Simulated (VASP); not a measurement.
Here is a VASP 6.6.1 calculation.

INCAR

```
SYSTEM = Ag3SnSe
PREC = Accurate ; ENCUT = 600
EDIFF = 1E-6 ; ISMEAR = 0
SIGMA = 0.1 ; LREAL = .False.
LASPH = .True. ; NELM = 100
ALGO = Normal ; ISIF = 3
LWAVE = .False. ; LCHARG = .False.
GGA = PE ; IBRION = 2
NSW = 90 ; EDIFFG = -0.04
```

Contents of KPOINTS:

```
Automatic mesh
0
Gamma
  6 6 4
  0 0 0
```

POSCAR

```
Ag3SnSe
1.0
    5.1401579200      0.0000000000      0.0000000000
   -2.5700789600      4.4515073400      0.0000000000
    0.0000000000      0.0000000000      6.1969240400
Ag Sn Se
3 1 1
Direct
    0.5000000000      0.0000000000      0.5000000000
    0.0000000000      0.5000000000      0.5000000000
    0.5000000000      0.5000000000      0.5000000000
    0.0000000000      0.0000000000      0.0000000000
    0.0000000000      0.0000000000      0.5000000000
```

Potentials or basis: VASP PAW PBE potentials, release 64 (Ag, Sn_d, Se).

Launch:

```bash
$ cat potpaw_PBE.64/Ag/POTCAR potpaw_PBE.64/Sn_d/POTCAR potpaw_PBE.64/Se/POTCAR > POTCAR
$ mpirun -np 1 vasp_std > vasp.out
```

(1) Estimate the relaxed cell.

(2) Estimate the band gap on the k mesh.

(3) Estimate the space group after relaxing (to 0.1 Å).

Answers

(1) a = 5.621 Å, b = 5.621 Å, c = 5.815 Å, α = 90.00°, β = 90.00°, γ = 120.00°.

(2) zero (an odd number of electrons rules out a gap without spin polarisation).

(3) P6/mmm (No. 191).

Caveat: spin-orbit coupling is left out, which moves the levels of the heavy elements.
